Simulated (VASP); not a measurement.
# SiO2 (P4_32_12) in VASP: notebook

SiO2 is run at these levels: RPBE+D3(BJ), PBE, r2SCAN+rVV10, PBEsol; tasks: single point, relaxation of cell and atoms.

Everything below comes from runs of VASP 6.6.1. Logs are shortened: lines on timing, memory, paths and dates and some standing lists are left out, and cuts for length are marked.

## (1) The cell of the first run

The structure is tetragonal, space group P4_32_12 (No. 96). Conventional cell: a = 4.794 Å, b = 4.794 Å, c = 6.522 Å, α = 90.00°, β = 90.00°, γ = 90.00°. Si (site symmetry 2) has 4 O at 1.63 Å within 2.2 Å. Within 2.2 Å of O (site symmetry 1) lie 2 Si at 1.63 Å.

## (2) Single point, RPBE+D3(BJ)

File INCAR:

```
SYSTEM = SiO2
ALGO = Normal ; EDIFF = 1E-7
ENCUT = 520 ; GGA = RP
ISIF = 2 ; ISMEAR = -1
IVDW = 12 ; LASPH = .TRUE.
LCHARG = .FALSE. ; LREAL = .FALSE.
LWAVE = .FALSE. ; NBANDS = 44
NELM = 80 ; PREC = Accurate
SIGMA = 0.05
```

File KPOINTS:

```
k-points
0
G
  6 6 4
  0 0 0
```

File POSCAR:

```
SiO2
1.0
    4.7943145720      0.0000000000      0.0000000000
    0.0000000000      4.7943145720      0.0000000000
    0.0000000000      0.0000000000      6.5221458180
Si O
4 8
Direct
    0.8231853405      0.8231853405      0.5000000000
    0.6768146595      0.3231853405      0.2500000000
    0.3231853405      0.6768146595      0.7500000000
    0.1768146595      0.1768146595      0.0000000000
    0.7722178388      0.1534768275      0.4546907117
    0.8465231725      0.2277821612      0.0453092883
    0.1534768275      0.7722178388      0.5453092883
    0.2722178388      0.3465231725      0.7953092883
    0.2277821612      0.8465231725      0.9546907117
    0.7277821612      0.6534768275      0.2953092883
    0.3465231725      0.2722178388      0.2046907117
    0.6534768275      0.7277821612      0.7046907117
```

Potentials or basis: VASP PAW PBE potentials, release 64 (Si, O).

On the command line:

```bash
$ cat potpaw_PBE.64/Si/POTCAR potpaw_PBE.64/O/POTCAR > POTCAR
$ mpirun -np 1 vasp_std > vasp.out
```

OUTCAR:

```text
SYSTEM = SiO2
   EDIFF = 1E-7
   ENCUT = 520
   GGA = RP
   ISIF = 2
   ISMEAR = -1
   IVDW = 12
   LASPH = .TRUE.
   LREAL = .FALSE.
   NELM = 80
   PREC = Accurate
 IVDW          = 12

 ion  position               nearest neighbor table
   1  0.823  0.823  0.500-  10 1.63  12 1.63   5 1.63   7 1.63   2 2.98   3 2.98   2 2.98   3 2.98

   2  0.677  0.323  0.250-   5 1.63   6 1.63  10 1.63  11 1.63   1 2.98   4 2.98   1 2.98   4 2.98

   3  0.323  0.677  0.750-   7 1.63   9 1.63   8 1.63  12 1.63   1 2.98   4 2.98   4 2.98   1 2.98

   4  0.177  0.177  0.000-   8 1.63  11 1.63   9 1.63   6 1.63   2 2.98   3 2.98   3 2.98   2 2.98

   5  0.772  0.153  0.455-   2 1.63   1 1.63
   6  0.847  0.228  0.045-   2 1.63   4 1.63
   7  0.153  0.772  0.545-   3 1.63   1 1.63
   8  0.272  0.347  0.795-   4 1.63   3 1.63
   9  0.228  0.847  0.955-   3 1.63   4 1.63
  10  0.728  0.653  0.295-   1 1.63   2 1.63
  11  0.347  0.272  0.205-   4 1.63   2 1.63
  12  0.653  0.728  0.705-   1 1.63   3 1.63

  LATTYP: Found a simple tetragonal cell.
 ALAT       =     4.7943145720
 C/A-ratio  =     1.3603917140

  Lattice vectors:

 A1 = (   4.7943145720,   0.0000000000,   0.0000000000)
 A2 = (   0.0000000000,   4.7943145720,   0.0000000000)
 A3 = (   0.0000000000,   0.0000000000,   6.5221458180)

Analysis of symmetry for initial positions (statically):
=====================================================================
 Subroutine PRICEL returns:
 Original cell was already a primitive cell.

 Routine SETGRP: Setting up the symmetry group for a
 simple tetragonal supercell.

 Subroutine GETGRP returns: Found  8 space group operations
 (whereof  2 operations were pure point group operations)
 out of a pool of 16 trial point group operations.

The static configuration has the point symmetry C_2 .
 The point group associated with its full space group is D_4 .

Analysis of symmetry for dynamics (positions and initial velocities):
=====================================================================
 Subroutine PRICEL returns:
 Original cell was already a primitive cell.

 Routine SETGRP: Setting up the symmetry group for a
 simple tetragonal supercell.

 Subroutine GETGRP returns: Found  8 space group operations
 (whereof  2 operations were pure point group operations)
 out of a pool of 16 trial point group operations.

The dynamic configuration has the point symmetry C_2 .
 The point group associated with its full space group is D_4 .

 Subroutine INISYM returns: Found  8 space group operations
 (whereof  2 operations are pure point group operations),
 and found     1 'primitive' translations

----------------------------------------------------------------------------------------

                                     Primitive cell

  volume of cell :     149.9145

  direct lattice vectors                    reciprocal lattice vectors
     4.794314572  0.000000000  0.000000000     0.208580389  0.000000000  0.000000000
     0.000000000  4.794314572  0.000000000     0.000000000  0.208580389  0.000000000
     0.000000000  0.000000000  6.522145818     0.000000000  0.000000000  0.153323772

  length of vectors
     4.794314572  4.794314572  6.522145818     0.208580389  0.208580389  0.153323772

  position of ions in fractional coordinates (direct lattice)
     0.823185340  0.823185340  0.500000000
     0.676814660  0.323185340  0.250000000
     0.323185340  0.676814660  0.750000000
     0.176814660  0.176814660  0.000000000
     0.772217839  0.153476828  0.454690712
     0.846523172  0.227782161  0.045309288
     0.153476828  0.772217839  0.545309288
     0.272217839  0.346523172  0.795309288
     0.227782161  0.846523172  0.954690712
     0.727782161  0.653476828  0.295309288
     0.346523172  0.272217839  0.204690712
     0.653476828  0.727782161  0.704690712

  ion indices of the primitive-cell ions
   primitive index   ion index
                 1           1
                 2           2
                 3           3
                 4           4
                 5           5
                 6           6
                 7           7
                 8           8
                 9           9
                10          10
                11          11
                12          12

----------------------------------------------------------------------------------------

 KPOINTS: k-points

Automatic generation of k-mesh.
 Grid dimensions read from file:
 generate k-points for:    6    6    4

 Generating k-lattice:

  Cartesian coordinates                     Fractional coordinates (reciprocal lattice)
     0.034763398  0.000000000  0.000000000     0.166666667  0.000000000  0.000000000
     0.000000000  0.034763398  0.000000000     0.000000000  0.166666667  0.000000000
     0.000000000  0.000000000  0.038330943     0.000000000  0.000000000  0.250000000

  Length of vectors
     0.034763398  0.034763398  0.038330943

  Shift w.r.t. Gamma in fractional coordinates (k-lattice)
     0.000000000  0.000000000  0.000000000

 Subroutine IBZKPT returns following result:
 ===========================================

 Found     30 irreducible k-points:

 Following reciprocal coordinates:
            Coordinates               Weight
  0.000000  0.000000  0.000000      1.000000
  0.166667  0.000000  0.000000      4.000000
  0.333333  0.000000  0.000000      4.000000
  0.500000  0.000000  0.000000      2.000000
  0.166667  0.166667  0.000000      4.000000
  0.333333  0.166667  0.000000      8.000000
[... 16 lines left out ...]
  0.333333  0.000000  0.500000      4.000000
  0.500000  0.000000  0.500000      2.000000
 [... further k-points ...]
   k-points           NKPTS =     30   k-points in BZ     NKDIM =     30   number of bands    NBANDS=     44
   number of dos      NEDOS =    301   number of ions     NIONS =     12
   total plane-waves  NPLWV =  64800
   dimension x,y,z NGX =    36 NGY =   36 NGZ =   50
   dimension x,y,z NGXF=    72 NGYF=   72 NGZF=  100
   ions per type =               4   8
   NGX,Y,Z   is equivalent  to a cutoff of  12.48, 12.48, 12.74 a.u.
   NGXF,Y,Z  is equivalent  to a cutoff of  24.97, 24.97, 25.49 a.u.
 SYSTEM =  SiO2
   PREC   = accura    normal or accurate (medium, high low for compatibility)
   ISTART =      0    job   : 0-new  1-cont  2-samecut
   ICHARG =      2    charge: 1-file 2-atom 10-const
   ISPIN  =      1    spin polarized calculation?
   LNONCOLLINEAR =      F non collinear calculations
   LSORBIT =      F    spin-orbit coupling
   LASPH  =      T    aspherical Exc in radial PAW
   ENCUT  =  520.0 eV  38.22 Ry    6.18 a.u.   8.91  8.91 12.13*2*pi/ulx,y,z
   NELM   =     80;   NELMIN=  2; NELMDL= -5     # of ELM steps
   EDIFF  = 0.1E-06   stopping-criterion for ELM
   LREAL  =      F    real-space projection
   EDIFFG = 0.1E-05   stopping-criterion for IOM
   NSW    =      0    number of steps for IOM
   IBRION =     -1    ionic relax: 0-MD 1-quasi-New 2-CG
   NFREE  =      0    steps in history (QN), initial steepest desc. (CG)
   ISIF   =      2    stress and relaxation
   ISYM   =      2    0-nonsym 1-usesym 2-fastsym
   POTIM  = 0.5000    time-step for ionic-motion
   TEBEG  =    0.0;   TEEND  =   0.0 temperature during run
   PSTRESS=    0.0 pullay stress
   NELECT =      64.0000    total number of electrons
   NUPDOWN=      -1.0000    fix difference up-down
   EMIN   =  10.00;   EMAX   =-10.00  energy-range for DOS
   EFERMI =   0.00;   METHOD = LEGACY
   ISMEAR =    -1;   SIGMA  =   0.05  broadening in eV -4-tet -1-fermi 0-gaus
   EFERMI_NEDOS =   21; number of points for ismear=-14 and -15
   IALGO  =     38    algorithm
   IMIX   =      4    mixing-type and parameters
     AMIX     =   0.40;   BMIX     =  1.00
     AMIX_MAG =   1.60;   BMIX_MAG =  1.00
  volume/ion in A,a.u.               =      12.49        84.31
  Fermi-wavevector in a.u.,A,eV,Ry     =   1.232689  2.329445 20.674365  1.519523
  Thomas-Fermi vector in A             =   2.367449
   LORBIT       =      0    0 simple, 1 ext, 2 COOP (PROOUT), +10 PAW based schemes
   GGA     = RP    functional components
   LHFCALC =     F    Hartree Fock is set to
   AEXX    =    0.0000 exact exchange contribution
   IVDW    =    12    specifies the selected vdW correction
   LEPSILON=     F    determine dielectric tensor
   LRPA    =     F    only Hartree local field effects (RPA)
 non-spin polarized calculation
  energy-cutoff  :      520.00
  volume of cell :      149.91
 maximum number of plane-waves:      4076
 NGX is ok and might be reduce to    36
   NGX = 17   NGY = 17   NGZ = 25

 number of electron      63.9999978 magnetization

 Free energy of the ion-electron system (eV)
  ---------------------------------------------------
  ext. energy  EPLUGINS =         0.00000000
  ---------------------------------------------------
  free energy    TOTEN  =       -90.58500308 eV

  energy without entropy =      -90.58500308  energy(sigma->0) =      -90.58500308

 E-fermi :   2.4698     XC(G=0):  -8.9577

 val. band max:        1.3608242700   @ k =   0.0000   0.0000   0.0000
 cond. band min:       7.3125793631   @ k =   0.0000   0.0000   0.0000
 fundamental gap:      5.9517550931
 Fermi energy:         2.4697995640

 k-point     1 :       0.0000    0.0000    0.0000
  band No.  band energies     occupation
      1     -18.2022      2.00000
      2     -17.2300      2.00000
      3     -17.2300      2.00000
      4     -16.1093      2.00000
      5     -16.0311      2.00000
      6     -16.0311      2.00000
[... 36 lines left out ...]
     43      13.6858      0.00000
     44      13.7647      0.00000

 k-point     2 :       0.1667    0.0000    0.0000
  band No.  band energies     occupation
      1     -18.1358      2.00000
      2     -17.2833      2.00000
      3     -17.1603      2.00000
      4     -16.1340      2.00000
      5     -16.1171      2.00000
      6     -16.0367      2.00000
[... 36 lines left out ...]
     43      13.1346      0.00000
     44      13.4788      0.00000

 k-point     3 :       0.3333    0.0000    0.0000
  band No.  band energies     occupation
      1     -17.9514      2.00000
      2     -17.4474      2.00000
      3     -16.9640      2.00000
      4     -16.3755      2.00000
      5     -16.1327      2.00000
      6     -16.1004      2.00000
[... 36 lines left out ...]
     43      12.5648      0.00000
     44      13.3290      0.00000

 k-point     4 :       0.5000    0.0000    0.0000
  band No.  band energies     occupation
      1     -17.6959      2.00000
      2     -17.6959      2.00000
      3     -16.6802      2.00000
      4     -16.6802      2.00000
      5     -16.1355      2.00000
      6     -16.1355      2.00000
[... 882 lines left out ...]
     43      13.0688      0.00000
     44      13.0698      0.00000

 k-point    23 :       0.3333    0.0000    0.5000
  band No.  band energies     occupation
      1     -17.7540      2.00000
      2     -17.7540      2.00000
      3     -16.6441      2.00000
      4     -16.6441      2.00000
      5     -16.0922      2.00000
      6     -16.0922      2.00000
[... 36 lines left out ...]
     43      12.8880      0.00000
     44      12.8899      0.00000

 k-point    24 :       0.5000    0.0000    0.5000
  band No.  band energies     occupation
      1     -17.6794      2.00000
      2     -17.6794      2.00000
      3     -16.7294      2.00000
      4     -16.7294      2.00000
      5     -16.1038      2.00000
      6     -16.1038      2.00000
[... 36 lines left out ...]
     43      12.9252      0.00000
     44      12.9405      0.00000

 [... further k-points ...]

------------------------ aborting loop because EDIFF is reached ----------------------------------------

 Edisp (eV)   -5.60556

 E8    (eV) :    -2.8435

  FORCE on cell =-STRESS in cart. coord.  units (eV):
  Direction    XX          YY          ZZ          XY          YZ          ZX
  --------------------------------------------------------------------------------------
  -------------------------------------------------------------------------------------
  Total      -0.21593    -0.21593    -0.31956     0.00000     0.00000     0.00000
  in kB      -2.30776    -2.30776    -3.41525     0.00000     0.00000     0.00000
  external pressure =       -2.68 kB  Pullay stress =        0.00 kB

 VOLUME and BASIS-vectors are now :
 -----------------------------------------------------------------------------
  energy-cutoff  :      520.00
  volume of cell :      149.91
      direct lattice vectors                 reciprocal lattice vectors
     4.794314572  0.000000000  0.000000000     0.208580389  0.000000000  0.000000000
     0.000000000  4.794314572  0.000000000     0.000000000  0.208580389  0.000000000
     0.000000000  0.000000000  6.522145818     0.000000000  0.000000000  0.153323772

 POSITION                                       TOTAL-FORCE (eV/Angst)
 -----------------------------------------------------------------------------------
      3.94661      3.94661      3.26107         0.021880      0.021880      0.000000
      3.24486      1.54945      1.63054        -0.021880      0.021880     -0.000000
      1.54945      3.24486      4.89161         0.021880     -0.021880     -0.000000
      0.84771      0.84771      0.00000        -0.021880     -0.021880      0.000000
      3.70226      0.73582      2.96556        -0.005633     -0.017202     -0.026648
      4.05850      1.09206      0.29551         0.017202      0.005633      0.026648
      0.73582      3.70226      3.55659        -0.017202     -0.005633      0.026648
      1.30510      1.66134      5.18712        -0.005633      0.017202      0.026648
      1.09206      4.05850      6.22663         0.005633      0.017202     -0.026648
      3.48922      3.13297      1.92605         0.005633     -0.017202      0.026648
      1.66134      1.30510      1.33502         0.017202     -0.005633     -0.026648
      3.13297      3.48922      4.59610        -0.017202      0.005633     -0.026648
 -----------------------------------------------------------------------------------
    total drift:                                0.000001     -0.000001     -0.000000

  FREE ENERGIE OF THE ION-ELECTRON SYSTEM (eV)
  ---------------------------------------------------
  free  energy   TOTEN  =       -96.1905600881 eV

  energy  without entropy=      -96.1905600881  energy(sigma->0) =      -96.19056009
```

It took 6.5 min on 1 thread of Intel Xeon 8259CL, shared host; peak memory 0.29 GiB.

What came out:

* Free energy: -96.1906 eV
* Pressure: -0.3 GPa
* Largest force: 0.032 eV/Å
* Band gap on the k mesh: 5.95 eV
* Dispersion energy per atom: -0.467 eV

Forces on the atoms (eV/Å):
```
Si   0.022  0.022  0.000
Si  -0.022  0.022  0.000
Si   0.022 -0.022  0.000
Si  -0.022 -0.022  0.000
O   -0.006 -0.017 -0.027
O    0.017  0.006  0.027
O   -0.017 -0.006  0.027
O   -0.006  0.017  0.027
O    0.006  0.017 -0.027
O    0.006 -0.017  0.027
O    0.017 -0.006 -0.027
O   -0.017  0.006 -0.027
```

Caveat: the PAW data sets were made with another functional, which shifts forces and pressure a little.

## (3) Single point, PBE

This run uses another cell than the first one, of 15.28 Å³/atom.

File INCAR:

```
ALGO     = Normal         # electronic algorithm
EDIFF    = 1E-7           # SCF threshold, eV
ENCUT    = 520            # plane-wave cutoff, eV
GGA      = PE             # functional
ISIF     = 2              # what is computed and relaxed
ISMEAR   = -1             # smearing method
LASPH    = True           # aspherical terms in the spheres
LCHARG   = True           # write CHGCAR
LELF     = True           # ELF
LREAL    = False          # projectors in reciprocal space
LVHAR    = True         
LWAVE    = False          # write WAVECAR
NBANDS   = 44             # bands
NELM     = 60             # most SCF steps
PREC     = Accurate       # precision mode
SIGMA    = 0.05           # smearing width, eV
```

File KPOINTS:

```
k-points
0
Gamma
  6 6 4
```

File POSCAR:

```
SiO2
1.0
    5.0830991249      0.0000000000      0.0000000000
    0.0000000000      5.0830991249      0.0000000000
    0.0000000000      0.0000000000      7.0982127707
Si O
4 8
Direct
    0.7939647433      0.7939647433      0.5000000000
    0.7060352567      0.2939647433      0.2500000000
    0.2939647433      0.7060352567      0.7500000000
    0.2060352567      0.2060352567      0.0000000000
    0.7588605971      0.0936650253      0.4243294283
    0.9063349747      0.2411394029      0.0756705717
    0.0936650253      0.7588605971      0.5756705717
    0.2588605971      0.4063349747      0.8256705717
    0.2411394029      0.9063349747      0.9243294283
    0.7411394029      0.5936650253      0.3256705717
    0.4063349747      0.2588605971      0.1743294283
    0.5936650253      0.7411394029      0.6743294283
```

Potentials or basis: VASP PAW PBE potentials, release 64 (Si, O).

On the command line:

```bash
$ cat potpaw_PBE.64/Si/POTCAR potpaw_PBE.64/O/POTCAR > POTCAR
$ mpirun -np 1 vasp_std > vasp.out
```

Wall time 7.9 min (1 thread of Intel Xeon 8259CL, shared host); peak memory 0.34 GiB.

The run converged. Its results:

```yaml
Free_energy: -94.9521 eV
Pressure: 0.1 GPa
Largest_force: 0.022 eV/Å
Band_gap_on_the_k_mesh: 5.51 eV
```

Forces on the atoms (eV/Å):
```
Si   0.015  0.015  0.000
Si  -0.015  0.015  0.000
Si   0.015 -0.015  0.000
Si  -0.015 -0.015  0.000
O    0.000 -0.003 -0.006
O    0.003  0.000  0.006
O   -0.003  0.000  0.006
O    0.000  0.003  0.006
O    0.000  0.003 -0.006
O    0.000 -0.003  0.006
O    0.003  0.000 -0.006
O   -0.003  0.000 -0.006
```

Levels at points of the mesh, in eV from the valence-band top:
| k point | band 30 | band 31 | band 32 | band 33 | band 34 | band 35 |
| --- | --- | --- | --- | --- | --- | --- |
| (0.00, 0.00, 0.00) | -0.25 | -0.25 | 0.00 | 5.51 | 8.67 | 8.67 |
| (0.50, 0.00, 0.00) | -0.63 | -0.45 | -0.45 | 7.48 | 7.48 | 9.12 |
| (0.50, 0.50, 0.00) | -0.59 | -0.55 | -0.55 | 8.50 | 8.50 | 8.58 |
| (0.00, 0.00, 0.50) | -0.49 | -0.39 | -0.39 | 6.70 | 6.70 | 9.32 |
| (0.50, 0.00, 0.50) | -0.92 | -0.16 | -0.16 | 7.71 | 7.71 | 8.71 |
| (0.50, 0.50, 0.50) | -0.64 | -0.64 | -0.64 | 9.01 | 9.01 | 9.01 |

A k mesh can miss the band edges.

[end of part 1 of 2]
